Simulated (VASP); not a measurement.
**Cu: single point with r2SCAN**

Cu:

```xyz
1
Lattice="-1.3594 1.3594 1.3594 1.3594 -1.3594 1.3594 1.3594 1.3594 -1.3594" Properties=species:S:1:pos:R:3 pbc="T T T"
Cu    0.0000    0.0000    0.0000
```

This isn't the form of Cu at room conditions, which is fcc.

```yaml
Program: VASP 6.6.1
Task: single point
Functional: r2SCAN
Potentials_or_basis: VASP PAW PBE potentials, release 64 (Cu)
Cutoff: 660 eV
k_mesh: 11 × 11 × 11
Occupations: gaussian, width 0.05 eV
Spin: no spin polarisation
Dipole_correction: no
Further_INCAR_settings: ALGO = Normal; EDIFF = 1e-06; NBANDS = 12
```

```json
{
  "Pressure": "30.6 GPa",
  "Band gap on the k mesh": "zero (an odd number of electrons rules out a gap without spin polarisation)"
}
```

Levels at points of the mesh, in eV from the Fermi level:
```tsv
k point	band 2	band 3	band 4	band 5	band 6	band 7	band 8	band 9	band 10	band 11
(0.00, 0.00, 0.00)	-3.77	-3.77	-3.77	-2.49	-2.49	27.68	27.68	27.68	32.86	32.86
```

It took 22 s on 1 thread of Intel(R) Xeon(R) Platinum 8488C (Sapphire Rapids) (shared host), peak memory 0.13 GiB.

Caveat: the cell stands under pressure; the PAW data sets were made with another functional, which shifts forces and pressure a little.
